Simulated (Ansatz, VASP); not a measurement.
Two plane-wave programs on Na4Y3N

File INCAR:

```
PREC = Accurate
ENCUT = 520
EDIFF = 1E-7
ISMEAR = 0
SIGMA = 0.1
LREAL = False
LASPH = True
NELM = 150
ALGO = Normal
ISIF = 2
LWAVE = False
LCHARG = False
ISPIN = 2
MAGMOM = 0 0 0 0 0 0 0 1
LORBIT = 11
LMAXMIX = 4
GGA = PE
NBANDS = 47
```

KPOINTS

```
regular mesh
0
Gamma
  4 4 4
```

POSCAR

```
Na4Y3N
1.0
    5.8551941148      0.0000000000      0.0000000000
    0.0000000000      5.8551941148      0.0000000000
    0.0000000000      0.0000000000      5.8551941148
Na Y N
4 3 1
Direct
    0.5000000000      0.5000000000      0.5000000000
    0.0000000000      0.5000000000      0.5000000000
    0.5000000000      0.0000000000      0.5000000000
    0.5000000000      0.5000000000      0.0000000000
    0.5000000000      0.0000000000      0.0000000000
    0.0000000000      0.5000000000      0.0000000000
    0.0000000000      0.0000000000      0.5000000000
    0.0000000000      0.0000000000      0.0000000000
```

Input for Ansatz:

```yaml
crystal:
  lattice:
    - [5.8551941148, 0.0, 0.0]
    - [0.0, 5.8551941148, 0.0]
    - [0.0, 0.0, 5.8551941148]
  atoms:
    - { symbol: Na, position: [0.5, 0.5, 0.5] }
    - { symbol: Na, position: [0.0, 0.5, 0.5] }
    - { symbol: Na, position: [0.5, 0.0, 0.5] }
    - { symbol: Na, position: [0.5, 0.5, 0.0] }
    - { symbol: "Y", position: [0.5, 0.0, 0.0] }
    - { symbol: "Y", position: [0.0, 0.5, 0.0] }
    - { symbol: "Y", position: [0.0, 0.0, 0.5] }
    - { symbol: "N", position: [0.0, 0.0, 0.0], spin: 1.0 }
basis:
  ecutwfc: 420
kpoints:
  mp_grid: { grid: [4, 4, 4] }
hamiltonian:
  xc: pbe
scf:
  occupations: { method: gaussian, width: 0.1 }
  lower_state_search: "off"
output:
  forces: true
  stress: true
  eigenvalues: true
  populations: true
magnetization:
  spin_polarized: true
```

Alike in both runs: task single point; functional PBE; k mesh 4 × 4 × 4; occupations gaussian, width 0.1 eV; collinear spin.

|  | VASP | Ansatz |
| --- | --- | --- |
| version | VASP 6.6.1 | Ansatz 0.2.0 |
| potentials or method | VASP PAW PBE potentials, release 64 (Na_pv, Y_sv, N), cutoff 520 eV | scalar-relativistic, plane waves, PAW |
| valence electrons in the cell | 66 | 74 |

```tsv
	VASP	Ansatz	Ansatz less VASP
gap on the k mesh at the Fermi level (eV)	none	none	-
pressure (GPa)	0.3	0.3	-0.01
net moment per atom (μB)	0.00	0.00	0.000
```

A gap of «none» marks a metal or a gap that the smearing closes. VASP's potentials hold 66 valence electrons a cell and Ansatz's 74, so a difference there can come from the potentials and not from the codes. Ansatz's warnings: seeded moment not kept.
